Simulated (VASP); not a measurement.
AgB2, 3 atoms in the cell. Symmetry: P6/mmm, No. 191, hexagonal system. The conventional cell has a = 3.007 Å, b = 3.007 Å, c = 4.046 Å, α = 90.00°, β = 90.00°, γ = 120.00°. Ag (site symmetry 6/mmm) has 12 B at 2.67 Å and 6 Ag at 3.01 Å within 3.5 Å. B (site symmetry -6m2) has 3 B at 1.74 Å within 2.3 Å. 

- Program: VASP 6.6.1
- Task: single point
- Functional: revPBE
- Potentials or basis: VASP PAW PBE potentials, release 64 (Ag, B)
- Cutoff: 520 eV
- k mesh: 10 × 10 × 8
- Occupations: gaussian, width 0.05 eV
- Spin: no spin polarisation
- Dipole correction: no
- Further INCAR settings: ALGO = Normal; EDIFF = 1e-06; NBANDS = 16

Potentials or basis: VASP PAW PBE potentials, release 64 (Ag, B).

The run is started by

```bash
$ cat potpaw_PBE.64/Ag/POTCAR potpaw_PBE.64/B/POTCAR > POTCAR
$ mpirun -np 1 vasp_std > vasp.out
```

Hardware: 1 thread of AMD EPYC 7R13, on a shared host.

Problem. How long does it take, and how much memory?

Solution. Run time: 56 s on 1 thread of AMD EPYC 7R13, on a shared host, peak memory 0.14 GiB. Counts: scf iterations 14, k points 70.
